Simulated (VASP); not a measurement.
Input of a VASP 6.6.1 run:

The input INCAR:

```
ALGO = Normal
EDIFF = 1E-6
ENCUT = 520
GGA = PE
ISIF = 2
ISMEAR = 0
LASPH = True
LCHARG = False
LREAL = False
LWAVE = False
NBANDS = 35
NELM = 60
PREC = Accurate
SIGMA = 0.05
```

The input KPOINTS:

```
k-points
0
Gamma
  6 6 10
```

POSCAR

```
PbO2
1.0
    5.0567235523      0.0000000000      0.0000000000
    0.0000000000      5.0567235523      0.0000000000
    0.0000000000      0.0000000000      3.2565555144
Pb O
2 4
Direct
    0.0000000000      0.0000000000      0.0000000000
    0.5000000000      0.5000000000      0.5000000000
    0.3049600000      0.3049600000      0.0000000000
    0.8049600000      0.1950400000      0.5000000000
    0.1950400000      0.8049600000      0.5000000000
    0.6950400000      0.6950400000      0.0000000000
```

Potentials or basis: VASP PAW PBE potentials, release 64 (Pb_d, O).

Command:

```sh
$ cat potpaw_PBE.64/Pb_d/POTCAR potpaw_PBE.64/O/POTCAR > POTCAR
$ mpirun -np 1 vasp_std > vasp.out
```

Q: Estimate the pressure.

A: 11.0 GPa.

Q: Estimate the band gap on the k mesh.

A: 0.07 eV (least direct gap 0.28 eV).

Q: Predict the largest force.

A: 0.020 eV/Å.

Stress tensor (GPa, compression positive):
```
 7.81  0.00  0.00
 0.00  7.81  0.00
 0.00  0.00 17.42
```

Caveat: the stress differs along the axes, from 8 to 17 GPa; spin-orbit coupling is left out, which moves the levels of the heavy elements. A k mesh can miss the band edges.
